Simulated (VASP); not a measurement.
# InP (F-43m) in VASP: G0W0 quasiparticle levels with LDA

Aim: the G0W0 quasiparticle levels of InP with LDA.

All numbers are computed with VASP 6.6.1; they aren't measurements. Logs are shortened: lines on timing, memory, paths and dates and some standing lists are left out, and cuts for length are marked.

## 1. The cell of the first run

It takes space group F-43m (No. 216, cubic). The conventional cell has a = 5.908 Å, b = 5.908 Å, c = 5.908 Å, α = 90.00°, β = 90.00°, γ = 90.00°. In (site symmetry -43m) has 4 P at 2.56 Å within 3.4 Å. P (site symmetry -43m) has 4 In at 2.56 Å within 3.4 Å.

## 2. G0W0 quasiparticle levels, LDA

POSCAR

```
InP
1.0
    0.0000000000      2.9537876420      2.9537876420
    2.9537876420      0.0000000000      2.9537876420
    2.9537876420      2.9537876420      0.0000000000
In P
1 1
Direct
    0.0000000000      0.0000000000      0.0000000000
    0.2500000000      0.2500000000      0.2500000000
```

INCAR.step1

```
ALGO = Normal ; EDIFF = 1E-8
ENCUT = 500 ; GGA = CA
ISMEAR = 0 ; LASPH = True
LCHARG = False ; LREAL = False
LWAVE = True ; NELM = 60
PREC = Accurate ; SIGMA = 0.01
```

INCAR.step2

```
ALGO = Exact ; EDIFF = 1E-8
ENCUT = 500 ; GGA = CA
ISMEAR = 0 ; ISTART = 1
LASPH = True ; LCHARG = False
LOPTICS = True ; LREAL = False
LWAVE = True ; NBANDS = 202
NELM = 1 ; PREC = Accurate
SIGMA = 0.01
```

INCAR.step3

```
ALGO = EVGW0 ; EDIFF = 1E-8
ENCUT = 500 ; ENCUTGW = 140.0
GGA = CA ; ISMEAR = 0
ISTART = 1 ; LASPH = True
LCHARG = False ; LREAL = False
LWAVE = False ; NBANDS = 202
NBANDSGW = 17 ; NELMGW = 1
NOMEGA = 96 ; OMEGAMAX = 20
PREC = Accurate ; PRECFOCK = Fast
SIGMA = 0.01
```

KPOINTS

```
k-points
0
Gamma
  4 4 4
```

Potentials or basis: VASP PAW LDA potentials, release 64 (In_d_GW, P_GW).

Launch:

```bash
$ cat potpaw_LDA.64/In_d_GW/POTCAR potpaw_LDA.64/P_GW/POTCAR > POTCAR
$ cp INCAR.step1 INCAR
$ mpirun -np 1 vasp_std > vasp.out
$ cp INCAR.step2 INCAR
$ mpirun -np 1 vasp_std > vasp.out
$ cp INCAR.step3 INCAR
$ mpirun -np 1 vasp_std > vasp.out
```

OUTCAR:

```text
EDIFF = 1E-8
   ENCUT = 500
   ENCUTGW = 140.0
   GGA = CA
   ISMEAR = 0
   ISTART = 1
   LASPH = True
   LREAL = False
   NELMGW = 1
   PREC = Accurate
   PRECFOCK = Fast

 ion  position               nearest neighbor table
   1  0.000  0.000  0.000-   2 2.56   2 2.56   2 2.56   2 2.56
   2  0.250  0.250  0.250-   1 2.56   1 2.56   1 2.56   1 2.56

  LATTYP: Found a face centered cubic cell.
 ALAT       =     5.9075752840

  Lattice vectors:

 A1 = (   0.0000000000,   2.9537876420,   2.9537876420)
 A2 = (   2.9537876420,   0.0000000000,   2.9537876420)
 A3 = (   2.9537876420,   2.9537876420,   0.0000000000)

Analysis of symmetry for initial positions (statically):
=====================================================================
 Subroutine PRICEL returns:
 Original cell was already a primitive cell.

 Routine SETGRP: Setting up the symmetry group for a
 face centered cubic supercell.

 Subroutine GETGRP returns: Found 24 space group operations
 (whereof 24 operations were pure point group operations)
 out of a pool of 48 trial point group operations.

The static configuration has the point symmetry T_d .

Analysis of symmetry for dynamics (positions and initial velocities):
=====================================================================
 Subroutine PRICEL returns:
 Original cell was already a primitive cell.

 Routine SETGRP: Setting up the symmetry group for a
 face centered cubic supercell.

 Subroutine GETGRP returns: Found 24 space group operations
 (whereof 24 operations were pure point group operations)
 out of a pool of 48 trial point group operations.

The dynamic configuration has the point symmetry T_d .

 Subroutine INISYM returns: Found 24 space group operations
 (whereof 24 operations are pure point group operations),
 and found     1 'primitive' translations

----------------------------------------------------------------------------------------

                                     Primitive cell

  volume of cell :      51.5428

  direct lattice vectors                    reciprocal lattice vectors
     0.000000000  2.953787642  2.953787642    -0.169274186  0.169274186  0.169274186
     2.953787642  0.000000000  2.953787642     0.169274186 -0.169274186  0.169274186
     2.953787642  2.953787642  0.000000000     0.169274186  0.169274186 -0.169274186

  length of vectors
     4.177286544  4.177286544  4.177286544     0.293191491  0.293191491  0.293191491

  position of ions in fractional coordinates (direct lattice)
     0.000000000  0.000000000  0.000000000
     0.250000000  0.250000000  0.250000000

  ion indices of the primitive-cell ions
   primitive index   ion index
                 1           1
                 2           2

----------------------------------------------------------------------------------------

 KPOINTS: k-points

Automatic generation of k-mesh.
 Grid dimensions read from file:
 generate k-points for:    4    4    4

 Generating k-lattice:

  Cartesian coordinates                     Fractional coordinates (reciprocal lattice)
    -0.042318547  0.042318547  0.042318547     0.250000000  0.000000000  0.000000000
     0.042318547 -0.042318547  0.042318547     0.000000000  0.250000000  0.000000000
     0.042318547  0.042318547 -0.042318547     0.000000000  0.000000000  0.250000000

  Length of vectors
     0.073297873  0.073297873  0.073297873

  Shift w.r.t. Gamma in fractional coordinates (k-lattice)
     0.000000000  0.000000000  0.000000000

 Subroutine IBZKPT returns following result:
 ===========================================

 Found      8 irreducible k-points:

 Following reciprocal coordinates:
            Coordinates               Weight
  0.000000  0.000000  0.000000      1.000000
  0.250000  0.000000  0.000000      8.000000
  0.500000  0.000000  0.000000      4.000000
  0.250000  0.250000  0.000000      6.000000
  0.500000  0.250000  0.000000     24.000000
 -0.250000  0.250000  0.000000     12.000000
  0.500000  0.500000  0.000000      3.000000
 -0.250000  0.500000  0.250000      6.000000
   k-points           NKPTS =      8   k-points in BZ     NKDIM =     64   number of bands    NBANDS=    202
   number of dos      NEDOS =    301   number of ions     NIONS =      2
   total plane-waves  NPLWV =  27000
   dimension x,y,z NGX =    30 NGY =   30 NGZ =   30
   dimension x,y,z NGXF=    60 NGYF=   60 NGZF=   60
   ions per type =               1   1
   NGX,Y,Z   is equivalent  to a cutoff of  11.94, 11.94, 11.94 a.u.
   NGXF,Y,Z  is equivalent  to a cutoff of  23.88, 23.88, 23.88 a.u.
 SYSTEM =  unknown system
   PREC   = accura    normal or accurate (medium, high low for compatibility)
   ISTART =      1    job   : 0-new  1-cont  2-samecut
   ICHARG =      0    charge: 1-file 2-atom 10-const
   ISPIN  =      1    spin polarized calculation?
   LNONCOLLINEAR =      F non collinear calculations
   LSORBIT =      F    spin-orbit coupling
   LASPH  =      T    aspherical Exc in radial PAW
   ENCUT  =  500.0 eV  36.75 Ry    6.06 a.u.   7.62  7.62  7.62*2*pi/ulx,y,z
   NELM   =     60;   NELMIN=  2; NELMDL=  0     # of ELM steps
   EDIFF  = 0.1E-07   stopping-criterion for ELM
   LREAL  =      F    real-space projection
   EDIFFG = 0.1E-06   stopping-criterion for IOM
   NSW    =      0    number of steps for IOM
   IBRION =     -1    ionic relax: 0-MD 1-quasi-New 2-CG
   NFREE  =      0    steps in history (QN), initial steepest desc. (CG)
   ISIF   =      0    stress and relaxation
   ISYM   =      3    0-nonsym 1-usesym 2-fastsym
   POTIM  = 0.5000    time-step for ionic-motion
   TEBEG  =    0.0;   TEEND  =   0.0 temperature during run
   PSTRESS=    0.0 pullay stress
   NELECT =      18.0000    total number of electrons
   NUPDOWN=      -1.0000    fix difference up-down
   EMIN   =  10.00;   EMAX   =-10.00  energy-range for DOS
   EFERMI =   0.00;   METHOD = LEGACY
   ISMEAR =     0;   SIGMA  =   0.01  broadening in eV -4-tet -1-fermi 0-gaus
   EFERMI_NEDOS =   21; number of points for ismear=-14 and -15
   IALGO  =     38    algorithm
   IMIX   =      4    mixing-type and parameters
     AMIX     =   0.40;   BMIX     =  1.00
     AMIX_MAG =   1.60;   BMIX_MAG =  1.00
  volume/ion in A,a.u.               =      25.77       173.91
  Fermi-wavevector in a.u.,A,eV,Ry     =   1.152860  2.178589 18.083301  1.329085
  Thomas-Fermi vector in A             =   2.289508
   LORBIT       =      0    0 simple, 1 ext, 2 COOP (PROOUT), +10 PAW based schemes
   GGA     = CA    functional components
   LHFCALC =     T    Hartree Fock is set to
   PRECFOCK=fast      Normal, Fast or Accurate (Low or Medium for compatibility)
   ENCUT4O =  -1.0   cutoff for four orbital integrals eV
   NKREDX  =     1    reduce k-point grid by
   NKREDY  =     1    reduce k-point grid by
   NKREDZ  =     1    reduce k-point grid by
   AEXX    =    1.0000 exact exchange contribution
   HFSCREEN=    0.0000 screening length (either q_TF or 0.3 A-1)
   HFSCREENC=   0.0000 screening length for correlation (either q_TF or 0.3 A-1)
   ENCUTFOCK=  -1.0 apply spherical cutoff to Coloumb kernel
   IVDW    =     0    specifies the selected vdW correction
   LEPSILON=     F    determine dielectric tensor
   LRPA    =     F    only Hartree local field effects (RPA)
   LRPAFORCE           =     F    calculate RPA forces
   ENCUTGW             = 140.0    cutoff for response function in eV
   ENCUTGWSOFT         = 112.0    soft cutoff for Coulomb kernel in GW response function in eV
   ENCUTLF             =  -1.0    cutoff for local field effects
   NELMGW              =     1    number of iterations in solving QP/BSE equation
   NELMHF              =     1    number of iterations in the inner HF iteration
   NKREDLFX            =     1    NKREDLFY  =   1   NKREDLFZ  =   1
 non-spin polarized calculation
 Gauss-broadening in eV      SIGMA  =   0.01
  energy-cutoff  :      500.00
  volume of cell :       51.54
 maximum number of plane-waves:      1363
  NGX = 18; NGY = 18; NGZ = 18
   NGX = 15   NGY = 15   NGZ = 15
 maximum number of plane-waves:       202
 NGX is ok and might be reduce to    18

 QP shifts <psi_nk| G(iteration)W_0 |psi_nk>: iteration 1
 for sc-GW calculations column KS-energies equals QP-energies in previous step
 and V_xc(KS)=  KS-energies - (<T + V_ion + V_H > + <T+V_H+V_ion>^1  + <V_x>^1)

 k-point   1 :       0.0000    0.0000    0.0000
  band No.  KS-energies  QP-energies   sigma(KS)   V_xc(KS)     V^pw_x(r,r')   Z            occupation Imag(sigma)

      1     -10.6640     -12.6093     -19.4196     -16.5990     -25.2786       0.6897       2.0000       0.2645
      2     -10.6640     -12.6093     -19.4196     -16.5990     -25.2786       0.6897       2.0000       0.2645
      3     -10.6640     -12.6093     -19.4196     -16.5990     -25.2786       0.6897       2.0000       0.2645
      4     -10.5222     -12.5054     -19.5449     -16.6747     -25.2972       0.6910       2.0000       0.1964
      5     -10.5222     -12.5054     -19.5449     -16.6747     -25.2972       0.6910       2.0000       0.1964
      6      -7.8484      -8.0675     -11.8096     -11.4381     -18.1462       0.5897       2.0000       0.8305
[... 9 lines left out ...]
     16      12.8869      13.1201      -9.9979     -10.3203      -4.4971       0.7234       0.0000      -0.2532
     17      14.4486      14.4231      -7.9883      -7.9536      -2.2352       0.7361       0.0000      -0.4798

 k-point   2 :       0.2500    0.0000    0.0000
  band No.  KS-energies  QP-energies   sigma(KS)   V_xc(KS)     V^pw_x(r,r')   Z            occupation Imag(sigma)

      1     -10.7181     -12.5915     -19.2164     -16.4773     -25.1492       0.6839       2.0000       0.2806
      2     -10.6423     -12.5957     -19.4489     -16.6214     -25.2989       0.6908       2.0000       0.2613
      3     -10.6423     -12.5957     -19.4489     -16.6214     -25.2989       0.6908       2.0000       0.2613
      4     -10.5198     -12.5016     -19.5449     -16.6773     -25.3023       0.6911       2.0000       0.1983
      5     -10.5198     -12.5016     -19.5449     -16.6773     -25.3023       0.6911       2.0000       0.1983
      6      -7.1910      -7.4742     -12.1582     -11.7092     -18.2028       0.6308       2.0000       0.8133
[... 9 lines left out ...]
     16      12.3434      12.3891      -7.7237      -7.7857      -2.3135       0.7367       0.0000      -0.2709
     17      15.4784      15.6456      -8.9389      -9.1683      -2.9119       0.7293       0.0000      -0.5007

 k-point   3 :       0.5000    0.0000    0.0000
  band No.  KS-energies  QP-energies   sigma(KS)   V_xc(KS)     V^pw_x(r,r')   Z            occupation Imag(sigma)
[... 85 lines left out ...]
      1     -10.8305     -12.6273     -18.9932     -16.3409     -25.0154       0.6774       2.0000       0.3050
      2     -10.5697     -12.5306     -19.4390     -16.5910     -25.2093       0.6885       2.0000       0.2064
      3     -10.5671     -12.5394     -19.5584     -16.7120     -25.3874       0.6929       2.0000       0.2505
      4     -10.5671     -12.5394     -19.5584     -16.7120     -25.3874       0.6929       2.0000       0.2505
      5     -10.4895     -12.4733     -19.5781     -16.7114     -25.3418       0.6921       2.0000       0.1982
      6      -5.5211      -5.8531     -12.9600     -12.4616     -18.4620       0.6660       2.0000       0.6585
[... 9 lines left out ...]
     16      15.1271      15.3670     -10.2541     -10.5817      -4.2163       0.7320       0.0000      -0.4734
     17      15.1271      15.3670     -10.2541     -10.5817      -4.2163       0.7320       0.0000      -0.4734

 k-point   8 :      -0.2500    0.5000    0.2500
  band No.  KS-energies  QP-energies   sigma(KS)   V_xc(KS)     V^pw_x(r,r')   Z            occupation Imag(sigma)

      1     -10.7981     -12.5884     -19.0144     -16.3688     -25.0461       0.6767       2.0000       0.3076
      2     -10.6092     -12.5672     -19.4951     -16.6551     -25.3250       0.6894       2.0000       0.2456
      3     -10.5744     -12.5409     -19.5190     -16.6785     -25.3476       0.6923       2.0000       0.2496
      4     -10.5417     -12.5107     -19.5154     -16.6563     -25.2837       0.6886       2.0000       0.2020
      5     -10.5081     -12.4888     -19.5491     -16.6850     -25.3126       0.6916       2.0000       0.1994
      6      -5.4462      -5.7883     -13.1047     -12.5936     -18.5945       0.6693       2.0000       0.6532
[... 9 lines left out ...]
     16      15.2459      15.4004      -9.4339      -9.6455      -3.3608       0.7300       0.0000      -0.5060
     17      15.3501      15.6563     -10.3213     -10.7461      -3.9701       0.7208       0.0000      -0.5059
```

Wall time 4 min (1 thread of Intel Xeon 6975P-C (Granite Rapids), shared host); peak memory 0.6 GiB.

What came out:

| Quantity | Value |
| --- | --- |
| Quasiparticle gap | 0.99 eV |
| Least direct quasiparticle gap | 0.99 eV |
| Band gap of the starting levels on the mesh | 0.36 eV |
| Least direct gap of the starting levels on the mesh | 0.36 eV |

Caveat: the k points lie up to 0.46 Å⁻¹ apart; bands, screening cutoff and mesh are small and nothing is extrapolated, so the quasiparticle values aren't converged; spin-orbit coupling is left out, which moves the levels of the heavy elements.
